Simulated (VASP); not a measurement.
Here is a VASP 6.6.1 calculation.

Contents of POSCAR:

```
Sn
1.0
    0.0000000000      3.2840539893      3.2840539893
    3.2840539893      0.0000000000      3.2840539893
    3.2840539893      3.2840539893      0.0000000000
Sn
2
Direct
    0.5000000000      0.5000000000      0.5000000000
    0.7500000000      0.7500000000      0.7500000000
```

INCAR.step1

```
  ALGO = Normal
  EDIFF = 1E-4
  ENCUT = 520
  GGA = PE
  ISMEAR = -1
  LASPH = True
  LCHARG = False
  LREAL = False
  LWAVE = True
  NBANDS = 21
  NELM = 100
  PREC = Accurate
  SIGMA = 0.03
```

File INCAR.step2:

```
  ALGO = Normal
  EDIFF = 1E-7
  ENCUT = 520
  ISIF = 2
  ISMEAR = -1
  ISTART = 1
  LASPH = True
  LCHARG = True
  LELF = True
  LMIXTAU = True
  LREAL = False
  LVHAR = True
  LWAVE = False
  METAGGA = R2SCAN
  NBANDS = 21
  NELM = 100
  PREC = Accurate
  SIGMA = 0.03
```

File KPOINTS:

```
k-points
0
Gamma
  8 8 8
```

Potentials or basis: VASP PAW PBE potentials, release 64 (Sn_d).

Run with:

```sh
$ cat potpaw_PBE.64/Sn_d/POTCAR > POTCAR
$ cp INCAR.step1 INCAR
$ mpirun -np 1 vasp_std > vasp.out
$ cp INCAR.step2 INCAR
$ mpirun -np 1 vasp_std > vasp.out
```

**Question.** What does it give for the pressure?

**Answer.** -0.1 GPa.

**Question.** Estimate the band gap on the k mesh.

**Answer.** Zero (filled and empty bands touch).

Caveat: the PAW data sets were made with another functional, which shifts forces and pressure a little; spin-orbit coupling is left out, which moves the levels of the heavy elements.
